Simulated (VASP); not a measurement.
A run of VASP 6.6.1 is set up as follows.

The input INCAR:

```
  PREC = Accurate
  ENCUT = 600
  EDIFF = 1E-6
  ISMEAR = 0
  SIGMA = 0.1
  LREAL = Auto
  LASPH = T
  NELM = 100
  ALGO = Normal
  ISIF = 3
  LWAVE = F
  LCHARG = F
  GGA = PE
  IBRION = 2
  NSW = 45
  EDIFFG = -0.04
  ISYM = 0
  KPAR = 4
```

Contents of KPOINTS:

```
Automatic mesh
0
Gamma
  3 3 2
```

Contents of POSCAR:

```
In3Ga6BP10
1.0
    2.7910232134      2.7916975358      5.4842914891
   -2.8065742599     -2.8035402230      5.4979883559
    8.3467232779     -5.5524132603      2.7398280200
B P Ga In
1 10 6 3
Direct
    0.2988443161      0.4982295328      0.3967920317
    0.5849856131      0.8646516148      0.6025963931
    0.4769923563      0.3963125696      0.8042537037
    0.9863913723      0.8692990587      0.8073848978
    0.3556848954      0.8731870523      0.0205526573
    0.7719180645      0.8685002391      0.1860168797
    0.6277276387      0.4003689589      0.3983009180
    0.2014223984      0.8172141803      0.3902956883
    0.0988774916      0.4017408302      0.5699223699
    0.8828845012      0.3740813433      0.9963024628
    0.2699423431      0.3791411418      0.2304536852
    0.1091798718      0.5020584952      0.7904250699
    0.9993201552      0.0018925848      0.0017659934
    0.3946838756      0.9961081825      0.2113825722
    0.7035782370      0.5028316690      0.5918374779
    0.4934571999      0.5005975766      0.0165626429
    0.8948510305      0.5003026285      0.2035898883
    0.2032907510      0.0012059941      0.5895035780
    0.5938380623      0.0032786576      0.8131391672
    0.8053540537      0.0005296866      0.3919060134
```

Potentials or basis: VASP PAW PBE potentials, release 64 (B, P, Ga_d, In_d).

The run is started by

```sh
$ cat potpaw_PBE.64/B/POTCAR potpaw_PBE.64/P/POTCAR potpaw_PBE.64/Ga_d/POTCAR potpaw_PBE.64/In_d/POTCAR > POTCAR
$ mpirun -np 4 vasp_std > vasp.out
```

Task: Predict the space group after relaxing (to 0.1 Å).

Result: P1 (No. 1).

Task: Predict the band gap on the k mesh.

Result: 0.84 eV.

Final structure:
```
CELL_PARAMETERS angstrom
2.77778 2.77925 5.49499
-2.79317 -2.78986 5.50806
8.34173 -5.56095 2.74449
ATOMIC_POSITIONS crystal
B 0.29982 0.49830 0.39661
P 0.58524 0.86438 0.60249
P 0.47664 0.39627 0.80428
P 0.98671 0.86898 0.80705
P 0.35580 0.87303 0.02038
P 0.77166 0.86833 0.18639
P 0.62687 0.40092 0.39823
P 0.20196 0.81645 0.39056
P 0.09755 0.40143 0.57038
P 0.88278 0.37380 0.99649
P 0.26965 0.37849 0.23008
Ga 0.10948 0.50211 0.79046
Ga 0.99927 0.00216 0.00174
Ga 0.39480 0.99657 0.21118
Ga 0.70386 0.50298 0.59184
Ga 0.49381 0.50073 0.01652
Ga 0.89533 0.50036 0.20353
In 0.20308 0.00172 0.58973
In 0.59363 0.00351 0.81311
In 0.80529 0.00101 0.39193
```

Caveat: spin-orbit coupling is left out, which moves the levels of the heavy elements. A k mesh can miss the band edges.
